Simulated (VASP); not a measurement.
Write the native input for VASP 6.6.1 that does the following.

| Property | Result |
| --- | --- |
| Task | relaxation of shape and atoms at fixed volume |
| Functional | PBE |
| Potentials or basis | VASP PAW PBE potentials, release 64 (B, N) |
| Cutoff | 600 eV |
| k mesh | 12 × 12 × 6 |
| Occupations | fermi-dirac, width 0.05 eV |
| Spin | no spin polarisation |
| Dipole correction | no |
| Further INCAR settings | ALGO = Normal; EDIFF = 1e-06; IBRION = 2; EDIFFG = -0.005; NSW = 50; ISIF = 4 |

The structure of BN (wurtzite type) lies in POSCAR:

```
BN
1.0
    2.2896107488      0.0000000000      0.0000000000
   -1.1448053744      1.9828610732      0.0000000000
    0.0000000000      0.0000000000      3.7864615134
B N
2 2
Direct
    0.3333333333      0.6666666667      0.0006889995
    0.6666666667      0.3333333333      0.5006889995
    0.3333333333      0.6666666667      0.3753110005
    0.6666666667      0.3333333333      0.8753110005
```

One way to write it, as run:

INCAR

```
SYSTEM = BN
PREC     = Accurate       ! precision mode
ENCUT    = 600            ! plane-wave cutoff, eV
EDIFF    = 1E-6           ! SCF threshold, eV
ISMEAR   = -1             ! smearing method
SIGMA    = 0.05           ! smearing width, eV
LREAL    = .False.        ! projectors in reciprocal space
LASPH    = .True.         ! aspherical terms in the spheres
NELM     = 60             ! most SCF steps
ALGO     = Normal         ! electronic algorithm
ISIF     = 4              ! what is computed and relaxed
LWAVE    = .False.        ! write WAVECAR
LCHARG   = .False.        ! write CHGCAR
GGA      = PE             ! functional
IBRION   = 2              ! ionic algorithm
NSW      = 50             ! ionic steps
EDIFFG   = -0.005         ! ionic threshold
```

KPOINTS

```
Automatic mesh
0
Gamma
  12 12 6
  0 0 0
```

Potentials or basis: VASP PAW PBE potentials, release 64 (B, N).

The run is started by

```bash
$ cat potpaw_PBE.64/B/POTCAR potpaw_PBE.64/N/POTCAR > POTCAR
$ mpirun -np 1 vasp_std > vasp.out
```

It gave:

```json
{"Energy gained by relaxing": "0.9 meV/atom", "Ionic steps": "5", "Pressure after relaxing": "222.1 GPa", "Band gap on the k mesh": "4.19 eV (least direct gap 9.61 eV)"}
```

Run time: 66 s on 1 thread of Intel Xeon 8259CL (shared host), peak memory 0.14 GiB.
